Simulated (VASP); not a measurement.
# Mg16HO15 (a cell with a defect) in VASP: settings compared

Aim: see how the results for Mg16HO15 (a cell with a defect) move with the level of theory and the settings. Levels: PBE, HSE06, r2SCAN. Tasks: single point.

Program: VASP 6.6.1. These are calculated values, not measurements. Logs are shortened: lines on timing, memory, paths and dates and some standing lists are left out, and cuts for length are marked.

## (1) The cell of the first run

The cell holds a defect, 32 atoms: a = 7.369 Å, b = 7.369 Å, c = 7.369 Å, α = 109.47°, β = 109.47°, γ = 109.47°.

## (2) Single point, PBE

File INCAR:

```
PREC = Accurate ; ENCUT = 520
EDIFF = 1E-6 ; ISMEAR = 0
SIGMA = 0.01 ; LREAL = Auto
LASPH = True ; NELM = 120
ALGO = Normal ; ISIF = 2
LWAVE = False ; LCHARG = False
GGA = PE ; NELECT = 124.0
NBANDS = 84 ; GGA_COMPAT = False
ISYM = -1
```

File KPOINTS:

```
explicit points
1
Reciprocal
  0.25000000   0.25000000   0.25000000 1
```

File POSCAR:

```
Mg16HO15
1.0
   -4.2543812300      4.2543812300      4.2543812300
    4.2543812300     -4.2543812300      4.2543812300
    4.2543812300      4.2543812300     -4.2543812300
Mg O H
16 15 1
Direct
    0.0022926352     -0.0035833829      0.0030153614
    0.0026984959      0.2469305959      0.7520205146
   -0.0034602417      0.4935437480      0.5001510073
   -0.0038782037      0.7436262756      0.2487334277
    0.2475490943     -0.0049314873      0.7515671679
    0.2562054362      0.2411977687      0.5001398888
    0.2483596590      0.4952828366      0.2490722417
    0.2480083795      0.7436377138     -0.0031464145
    0.4993689219     -0.0214976548      0.5000750875
    0.4994064544      0.2412517357      0.2569581168
    0.4994296909      0.4935710212     -0.0027123514
    0.4994429056      0.7463937789      0.7511861826
    0.7508272342     -0.0049373859      0.2482717586
    0.7512831082      0.2469379876      0.0034278596
    0.7426038092      0.4843984140      0.7433398822
    0.7504580221      0.7463894400      0.5001556525
   -0.0018005596     -0.0042663845      0.5001442759
    0.0006925265      0.2469196611      0.2534193316
    0.0006421865      0.4969429359      0.0013676680
   -0.0018533504      0.7456463723      0.7521376098
    0.2427225149     -0.0201460546      0.2434473878
    0.2526830579      0.2469099702      0.0014091493
    0.2474502660      0.4936631356      0.7468260869
    0.2230607531      0.7457954923      0.5001557653
    0.4994163297     -0.0042720585     -0.0010761590
    0.4994071231      0.2365384753      0.7568174399
    0.4994296918      0.7458124840      0.2238128662
    0.7757775054      0.0221282761      0.7765055931
    0.7560892648      0.2365570266      0.5001328286
    0.7461176528      0.4936521362      0.2481809697
    0.7514159320      0.7456679997     -0.0011242958
    0.4993944265      0.6983614976      0.5001224003
```

Potentials or basis: VASP PAW PBE potentials, release 64 (Mg, O, H).

Command:

```
> cat potpaw_PBE.64/Mg/POTCAR potpaw_PBE.64/O/POTCAR potpaw_PBE.64/H/POTCAR > POTCAR
> mpirun -np 1 vasp_std > vasp.out
```

OUTCAR:

```text
PREC = Accurate
   ENCUT = 520
   EDIFF = 1E-6
   ISMEAR = 0
   LREAL = Auto
   LASPH = True
   NELM = 120
   ISIF = 2
   GGA = PE
   NELECT = 124.0
   ISYM = -1

 ion  position               nearest neighbor table
   1  0.002  0.996  0.003-  28 2.04  31 2.12  20 2.12  21 2.12  22 2.14  18 2.14   5 2.99  13 2.99
                            10 2.99   6 2.99   8 3.00   4 3.00   7 3.00   2 3.02  14 3.02  12 3.03
   2  0.003  0.247  0.752-  28 2.03  29 2.08  23 2.11  17 2.12  22 2.12  19 2.13   8 2.99   5 2.99
                            11 2.99   7 2.99  15 2.99   3 3.00  16 3.01   1 3.02  14 3.03   9 3.03
   3  0.997  0.494  0.500-  24 2.04  23 2.12  18 2.12  29 2.12  20 2.14  30 2.14   8 2.99  14 2.99
                            15 2.99  10 2.99  13 3.00   2 3.00  16 3.00   4 3.02   5 3.02   7 3.03
   4  0.996  0.744  0.249-  24 2.03  21 2.08  31 2.11  19 2.12  30 2.12  17 2.13  11 2.99  14 2.99
                            13 2.99  16 2.99   6 2.99   1 3.00   7 3.01   3 3.02   5 3.03   9 3.03
   5  0.248  0.995  0.752-  24 2.03  26 2.08  22 2.11  25 2.12  20 2.12  17 2.13   1 2.99   2 2.99
                             8 2.99  16 2.99   6 2.99  11 3.00  12 3.01   3 3.02   4 3.03   9 3.03
   6  0.256  0.241  0.500-  17 2.14  26 2.15  21 2.15  23 2.16  18 2.16  10 2.93  15 2.93   1 2.99
                            11 2.99   5 2.99   4 2.99   7 3.04  12 3.04  13 3.04   2 3.04   9 3.04
   7  0.248  0.495  0.249-  32 1.76  19 2.11  22 2.13  18 2.13  27 2.25  24 2.25   9 2.91   2 2.99
                            14 2.99   1 3.00   8 3.01   4 3.01  16 3.02  12 3.02  11 3.03   3 3.03
   8  0.248  0.744  0.997-  27 2.03  21 2.08  20 2.11  19 2.12  23 2.12  25 2.13   3 2.99   2 2.99
                             5 2.99  12 2.99  10 2.99   1 3.00   7 3.01  11 3.02  13 3.03   9 3.03
   9  0.499  0.979  0.500-  32 2.06  27 2.18  24 2.18  28 2.18  21 2.19  29 2.19  26 2.19  16 2.91
                             7 2.91  12 2.91   8 3.03   4 3.03  13 3.03   5 3.03   2 3.03  14 3.03
  10  0.499  0.241  0.257-  25 2.14  29 2.15  21 2.15  30 2.16  22 2.16  15 2.93   6 2.93   1 2.99
                             3 2.99  13 2.99   8 2.99   7 3.04  16 3.04   5 3.04  14 3.04   9 3.04
  11  0.499  0.494  0.997-  27 2.04  30 2.12  22 2.12  26 2.12  31 2.14  23 2.14   4 2.99   2 2.99
                            15 2.99   6 2.99  14 3.00   5 3.00  12 3.00   8 3.02  13 3.02   7 3.03
  12  0.499  0.746  0.751-  32 1.76  25 2.11  23 2.13  31 2.13  28 2.25  24 2.25   9 2.91  13 2.99
                             8 2.99  11 3.00  14 3.01   5 3.01  16 3.02   7 3.02   1 3.03   3 3.03
  13  0.751  0.995  0.248-  27 2.03  29 2.08  18 2.11  17 2.12  31 2.12  25 2.13   1 2.99  14 2.99
                             4 2.99  12 2.99  10 2.99   3 3.00  16 3.01  11 3.02   8 3.03   9 3.03
  14  0.751  0.247  0.003-  28 2.03  26 2.08  30 2.11  25 2.12  18 2.12  19 2.13   4 2.99   3 2.99
                            13 2.99   7 2.99  15 2.99  11 3.00  12 3.01   1 3.02   2 3.03   5 3.03
  15  0.743  0.484  0.743-  19 2.14  29 2.15  26 2.15  20 2.16  31 2.16  10 2.93   6 2.93  11 2.99
                             3 2.99  14 2.99   2 2.99  12 3.04  16 3.04   4 3.04   8 3.04   9 3.04
  16  0.750  0.746  0.500-  32 1.76  17 2.11  30 2.13  20 2.13  28 2.25  27 2.25   9 2.91   4 2.99
                             5 2.99   3 3.00   2 3.01  13 3.01  12 3.02   7 3.02   1 3.03  11 3.03
  17  0.998  0.996  0.500-  16 2.11  13 2.12   2 2.12   5 2.13   4 2.13   6 2.14
  18  0.001  0.247  0.253-  13 2.11   3 2.12  14 2.12   7 2.13   1 2.14   6 2.16
  19  0.001  0.497  0.001-   7 2.11   4 2.12   8 2.12   2 2.13  14 2.13  15 2.14
  20  0.998  0.746  0.752-   8 2.11   1 2.12   5 2.12  16 2.13   3 2.14  15 2.16
  21  0.243  0.980  0.243-   8 2.08   4 2.08   1 2.12   6 2.15  10 2.15   9 2.19
  22  0.253  0.247  0.001-   5 2.11  11 2.12   2 2.12   7 2.13   1 2.14  10 2.16
  23  0.247  0.494  0.747-   2 2.11   3 2.12   8 2.12  12 2.13  11 2.14   6 2.16
  24  0.223  0.746  0.500-   4 2.03   5 2.03   3 2.04   9 2.18  12 2.25   7 2.25
  25  0.499  0.996  0.999-  12 2.11   5 2.12  14 2.12  13 2.13   8 2.13  10 2.14
  26  0.499  0.237  0.757-   5 2.08  14 2.08  11 2.12  15 2.15   6 2.15   9 2.19
  27  0.499  0.746  0.224-  13 2.03   8 2.03  11 2.04   9 2.18  16 2.25   7 2.25
  28  0.776  0.022  0.777-   2 2.03  14 2.03   1 2.04   9 2.18  12 2.25  16 2.25
  29  0.756  0.237  0.500-  13 2.08   2 2.08   3 2.12  15 2.15  10 2.15   9 2.19
  30  0.746  0.494  0.248-  14 2.11  11 2.12   4 2.12  16 2.13   3 2.14  10 2.16
  31  0.751  0.746  0.999-   4 2.11   1 2.12  13 2.12  12 2.13  11 2.14  15 2.16
  32  0.499  0.698  0.500-  12 1.76  16 1.76   7 1.76   9 2.06

IMPORTANT INFORMATION: All symmetrisations will be switched off!
NOSYMM: (Re-)initialisation of all symmetry stuff for point group C_1.

----------------------------------------------------------------------------------------

                                     Primitive cell

  volume of cell :     308.0131

  direct lattice vectors                    reciprocal lattice vectors
    -4.254381230  4.254381230  4.254381230     0.000000000  0.117525904  0.117525904
     4.254381230 -4.254381230  4.254381230     0.117525904  0.000000000  0.117525904
     4.254381230  4.254381230 -4.254381230     0.117525904  0.117525904  0.000000000

  length of vectors
     7.368804445  7.368804445  7.368804445     0.166206727  0.166206727  0.166206727

  position of ions in fractional coordinates (direct lattice)
     0.002292635  0.996416617  0.003015361
     0.002698496  0.246930596  0.752020515
     0.996539758  0.493543748  0.500151007
     0.996121796  0.743626276  0.248733428
     0.247549094  0.995068513  0.751567168
     0.256205436  0.241197769  0.500139889
[... 24 lines left out ...]
     0.751415932  0.745668000  0.998875704
     0.499394426  0.698361498  0.500122400

  ion indices of the primitive-cell ions
   primitive index   ion index
                 1           1
                 2           2
                 3           3
                 4           4
                 5           5
                 6           6
[... 24 lines left out ...]
                31          31
                32          32

----------------------------------------------------------------------------------------

 KPOINTS: explicit points

Read explicit list of k-points.

 Found      1 k-points:

 Following reciprocal coordinates:
            Coordinates               Weight
  0.250000  0.250000  0.250000      1.000000
   k-points           NKPTS =      1   k-points in BZ     NKDIM =      1   number of bands    NBANDS=     84
   number of dos      NEDOS =    301   number of ions     NIONS =     32
   total plane-waves  NPLWV = 175616
   dimension x,y,z NGX =    56 NGY =   56 NGZ =   56
   dimension x,y,z NGXF=   112 NGYF=  112 NGZF=  112
   ions per type =              16  15   1
   NGX,Y,Z   is equivalent  to a cutoff of  12.63, 12.63, 12.63 a.u.
   NGXF,Y,Z  is equivalent  to a cutoff of  25.27, 25.27, 25.27 a.u.
 SYSTEM =  unknown system
   PREC   = accura    normal or accurate (medium, high low for compatibility)
   ISTART =      0    job   : 0-new  1-cont  2-samecut
   ICHARG =      2    charge: 1-file 2-atom 10-const
   ISPIN  =      1    spin polarized calculation?
   LNONCOLLINEAR =      F non collinear calculations
   LSORBIT =      F    spin-orbit coupling
   LASPH  =      T    aspherical Exc in radial PAW
   ENCUT  =  520.0 eV  38.22 Ry    6.18 a.u.  13.70 13.70 13.70*2*pi/ulx,y,z
   NELM   =    120;   NELMIN=  2; NELMDL= -5     # of ELM steps
   EDIFF  = 0.1E-05   stopping-criterion for ELM
   LREAL  =      T    real-space projection
   EDIFFG = 0.1E-04   stopping-criterion for IOM
   NSW    =      0    number of steps for IOM
   IBRION =     -1    ionic relax: 0-MD 1-quasi-New 2-CG
   NFREE  =      0    steps in history (QN), initial steepest desc. (CG)
   ISIF   =      2    stress and relaxation
   ISYM   =     -1    0-nonsym 1-usesym 2-fastsym
   POTIM  = 0.5000    time-step for ionic-motion
   TEBEG  =    0.0;   TEEND  =   0.0 temperature during run
   PSTRESS=    0.0 pullay stress
   NELECT =     124.0000    total number of electrons
   NUPDOWN=      -1.0000    fix difference up-down
   EMIN   =  10.00;   EMAX   =-10.00  energy-range for DOS
   EFERMI =   0.00;   METHOD = LEGACY
   ISMEAR =     0;   SIGMA  =   0.01  broadening in eV -4-tet -1-fermi 0-gaus
   EFERMI_NEDOS =   21; number of points for ismear=-14 and -15
   IALGO  =     38    algorithm
   IMIX   =      4    mixing-type and parameters
     AMIX     =   0.40;   BMIX     =  1.00
     AMIX_MAG =   1.60;   BMIX_MAG =  1.00
  volume/ion in A,a.u.               =       9.63        64.96
  Fermi-wavevector in a.u.,A,eV,Ry     =   1.208813  2.284325 19.881214  1.461228
  Thomas-Fermi vector in A             =   2.344409
   LORBIT       =      0    0 simple, 1 ext, 2 COOP (PROOUT), +10 PAW based schemes
   GGA     = PE    functional components
   LHFCALC =     F    Hartree Fock is set to
   AEXX    =    0.0000 exact exchange contribution
   IVDW    =     0    specifies the selected vdW correction
   LEPSILON=     F    determine dielectric tensor
   LRPA    =     F    only Hartree local field effects (RPA)
 non-spin polarized calculation
 Gauss-broadening in eV      SIGMA  =   0.01
  energy-cutoff  :      520.00
  volume of cell :      308.01
 maximum number of plane-waves:      8280
 NGX is ok and might be reduce to    54
   NGX = 27   NGY = 27   NGZ = 27

 number of electron     123.9999994 magnetization

 Free energy of the ion-electron system (eV)
  ---------------------------------------------------
  ext. energy  EPLUGINS =         0.00000000
  ---------------------------------------------------
  free energy    TOTEN  =      -173.45578495 eV

  energy without entropy =     -173.45578495  energy(sigma->0) =     -173.45578495

 E-fermi :   6.7027     XC(G=0): -10.9125

 val. band max:        6.6339411442   @ k =   0.2500   0.2500   0.2500
 cond. band min:       8.8837300664   @ k =   0.2500   0.2500   0.2500
 fundamental gap:      2.2497889221
 Fermi energy:         6.7026540225

 k-point     1 :       0.2500    0.2500    0.2500
  band No.  band energies     occupation
      1     -13.8322      2.00000
      2     -13.8319      2.00000
      3     -13.7682      2.00000
      4     -13.5328      2.00000
      5     -13.0727      2.00000
      6     -13.0724      2.00000
[... 66 lines left out ...]
     73      12.2226      0.00000
     74      12.2231      0.00000
 [bands above 74 left out]

------------------------ aborting loop because EDIFF is reached ----------------------------------------

  FORCE on cell =-STRESS in cart. coord.  units (eV):
  Direction    XX          YY          ZZ          XY          YZ          ZX
  --------------------------------------------------------------------------------------
  -------------------------------------------------------------------------------------
  Total       15.5623068     15.5665599     15.5696241     -0.8859275     -0.8885451      0.8875643
  in kB       80.9497200     80.9718436     80.9877821     -4.6082873     -4.6219034      4.6168013
  external PRESSURE =      80.9697819 kB  Pullay stress =       0.0000000 kB

 VOLUME and BASIS-vectors are now :
 -----------------------------------------------------------------------------
  energy-cutoff  :      520.00
  volume of cell :      308.01
      direct lattice vectors                 reciprocal lattice vectors
    -4.254381230  4.254381230  4.254381230     0.000000000  0.117525904  0.117525904
     4.254381230 -4.254381230  4.254381230     0.117525904  0.000000000  0.117525904
     4.254381230  4.254381230 -4.254381230     0.117525904  0.117525904  0.000000000

 POSITION                                       TOTAL-FORCE (eV/Angst)
 -----------------------------------------------------------------------------------
      4.24221     -4.21655      4.23606         0.000478     -0.001133      0.000109
      4.23844      2.16033     -2.13736         0.001014     -0.004318     -0.001093
     -0.01210      4.26777      4.21155         0.000481     -0.000654      0.002243
     -0.01601      2.13242      6.34334         0.002782      0.000975      0.004454
      6.37769      0.01722      2.08912        -0.002603     -0.001816      0.003013
      2.06394      2.19163     -0.01164        -0.000658      0.001053     -0.001266
[... 24 lines left out ...]
      4.22514      4.27405      2.11957         0.003295      0.008940     -0.001270
      2.97419      1.28123      2.96800         0.002191     -0.002200      0.001742
 -----------------------------------------------------------------------------------
    total drift:                                0.007170     -0.009895      0.016919

  FREE ENERGIE OF THE ION-ELECTRON SYSTEM (eV)
  ---------------------------------------------------
  free  energy   TOTEN  =      -173.4557849467 eV

  energy  without entropy=     -173.4557849467  energy(sigma->0) =     -173.45578495
```

Run time: 3.1 min. Hardware: 1 thread of Intel Xeon 8259CL, shared host; peak memory 0.41 GiB.

What came out:

- Free energy: -173.4558 eV
- Largest force: 0.014 eV/Å

Forces in eV/Å, atoms in the order of the input:
```
Mg   0.000 -0.001  0.000
Mg   0.001 -0.004 -0.001
Mg   0.000 -0.001  0.002
Mg   0.003  0.001  0.004
Mg  -0.003 -0.002  0.003
Mg  -0.001  0.001 -0.001
Mg   0.005 -0.001  0.002
Mg   0.003  0.001  0.004
Mg   0.003  0.001  0.000
Mg  -0.004  0.003 -0.001
Mg   0.001 -0.002  0.001
Mg   0.002 -0.003  0.001
Mg   0.004 -0.002 -0.001
Mg  -0.003 -0.002  0.001
Mg  -0.001  0.001  0.000
Mg   0.002 -0.002  0.002
O    0.001 -0.001 -0.002
O    0.000 -0.006 -0.007
O    0.001  0.001  0.000
O    0.000  0.008  0.004
O   -0.001 -0.005 -0.002
O   -0.007 -0.005  0.001
O    0.008  0.003 -0.011
O   -0.004  0.003 -0.003
O    0.000 -0.001  0.000
O    0.006  0.001 -0.001
O   -0.004  0.002 -0.005
O   -0.003  0.000 -0.004
O   -0.003  0.005  0.005
O   -0.010 -0.001  0.007
O    0.003  0.009 -0.001
H    0.002 -0.002  0.002
```

Caveat: the cell carries a net charge on a neutralising background, which shifts energy and pressure; the cell is charged against a uniform background, so pressure and absolute levels hang on convention.

(Continued in part 2 of 2.)
